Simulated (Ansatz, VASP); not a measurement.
Al2Cu in VASP and in Ansatz

INCAR

```
SYSTEM = Al2Cu
ALGO     = Fast           ! electronic algorithm
EDIFF    = 1E-7           ! SCF threshold, eV
ENCUT    = 520            ! plane-wave cutoff, eV
GGA      = PE             ! functional
ISIF     = 2              ! what is computed and relaxed
ISMEAR   = 0              ! smearing method
LASPH    = .TRUE.         ! aspherical terms in the spheres
LCHARG   = .TRUE.         ! write CHGCAR
LELF     = .TRUE.         ! ELF
LREAL    = .FALSE.        ! projectors in reciprocal space
LVHAR    = .TRUE.       
LWAVE    = .FALSE.        ! write WAVECAR
NBANDS   = 26             ! bands
NELM     = 60             ! most SCF steps
PREC     = Accurate       ! precision mode
SIGMA    = 0.15           ! smearing width, eV
```

File KPOINTS:

```
k-points
0
G
  10 10 10
  0 0 0
```

Contents of POSCAR:

```
Al2Cu
1.0
   -2.9656500000      2.9656500000      2.4657000000
    2.9656500000     -2.9656500000      2.4657000000
    2.9656500000      2.9656500000     -2.4657000000
Al Cu
4 2
Direct
    0.1587211657      0.6587211657      0.8174423314
    0.6587211657      0.8412788343      0.5000000000
    0.8412788343      0.3412788343      0.1825576686
    0.3412788343      0.1587211657      0.5000000000
    0.7500000000      0.7500000000      0.0000000000
    0.2500000000      0.2500000000      0.0000000000
```

Input for Ansatz:

```yaml
crystal:
  lattice:
    - [-2.96565, 2.96565, 2.4657]
    - [2.96565, -2.96565, 2.4657]
    - [2.96565, 2.96565, -2.4657]
  atoms:
    - { symbol: Al, position: [0.1587211657, 0.6587211657, 0.8174423314] }
    - { symbol: Al, position: [0.6587211657, 0.8412788343, 0.5] }
    - { symbol: Al, position: [0.8412788343, 0.3412788343, 0.1825576686] }
    - { symbol: Al, position: [0.3412788343, 0.1587211657, 0.5] }
    - { symbol: Cu, position: [0.75, 0.75, 0.0] }
    - { symbol: Cu, position: [0.25, 0.25, 0.0] }
basis:
  ecutwfc: 520.0
kpoints:
  mp_grid: { grid: [10, 10, 10] }
hamiltonian:
  xc: pbe
  pseudopotentials: { kind: paw, azcp: { folder: soft_1 } }
scf:
  occupations: { method: gaussian, width: 0.15 }
output:
  forces: true
  stress: true
  eigenvalues: true
```

Alike in both runs: task single point; functional PBE; k mesh 10 × 10 × 10; occupations gaussian, width 0.15 eV; no spin polarisation.

|  | VASP | Ansatz |
| --- | --- | --- |
| version | VASP 6.6.1 | Ansatz 0.2.0 |
| potentials or method | VASP PAW PBE potentials, release 64 (Al, Cu), cutoff 520 eV | scalar-relativistic, plane waves, PAW |
| valence electrons in the cell | 34 | 50 |

VASP gave:

| Quantity | Value |
| --- | --- |
| gap on the k mesh at the Fermi level (eV) | none |
| pressure (GPa) | 3.5 |
| traceless stress, the component that is largest in VASP (GPa) | -2.65 |
| rms of the force components (eV/Å) | 0.029 |

Question: What did Ansatz give for the same quantities?

Answer: gap on the k mesh at the Fermi level (eV): none; pressure (GPa): 3.4; traceless stress, the component that is largest in VASP (GPa): -2.71; rms of the force components (eV/Å): 0.031.

Atom by atom the forces differ by 0.002 eV/Å (rms over components). A gap of «none» marks a metal or a gap that the smearing closes. With one functional, cell and mesh, what is left measures potentials, basis and numerics. VASP's potentials hold 34 valence electrons a cell and Ansatz's 50, so a difference there can come from the potentials and not from the codes.
